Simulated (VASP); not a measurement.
A run of VASP 6.6.1:

The input INCAR:

```
SYSTEM = CsH5
ALGO = Normal
EDIFF = 1E-7
ENCUT = 520
GGA = PE
ISIF = 2
ISMEAR = 0
LASPH = .TRUE.
LCHARG = .FALSE.
LREAL = .FALSE.
LWAVE = .FALSE.
NBANDS = 16
NELM = 80
PREC = Accurate
SIGMA = 0.01
```

Contents of KPOINTS:

```
k-points
0
G
  12 12 8
  0 0 0
```

Contents of POSCAR:

```
CsH5
1.0
    4.4497194877      0.0000000000      0.0000000000
   -2.2248597439      3.8535701161      0.0000000000
    0.0000000000      0.0000000000      5.4828380759
Cs H
1 5
Direct
    0.3333333333      0.6666666667      0.0000000000
    0.7388436894      0.2611563106      0.5000000000
    0.7388436894      0.4776873788      0.5000000000
    0.5223126212      0.2611563106      0.5000000000
    0.0000000000      0.0000000000      0.5000000000
    0.6666666667      0.3333333333      0.0000000000
```

Potentials or basis: VASP PAW PBE potentials, release 64 (Cs_sv, H).

Launch:

```sh
$ cat potpaw_PBE.64/Cs_sv/POTCAR potpaw_PBE.64/H/POTCAR > POTCAR
$ mpirun -np 1 vasp_std > vasp.out
```

Hardware: 1 thread of Intel(R) Xeon(R) 6975P-C (Granite Rapids), with other jobs on the host.

Estimate the wall time of this run.

It took 69 s on 1 thread of Intel(R) Xeon(R) 6975P-C (Granite Rapids) (shared host), peak memory 0.29 GiB. Counts: scf iterations 17, k points 95.
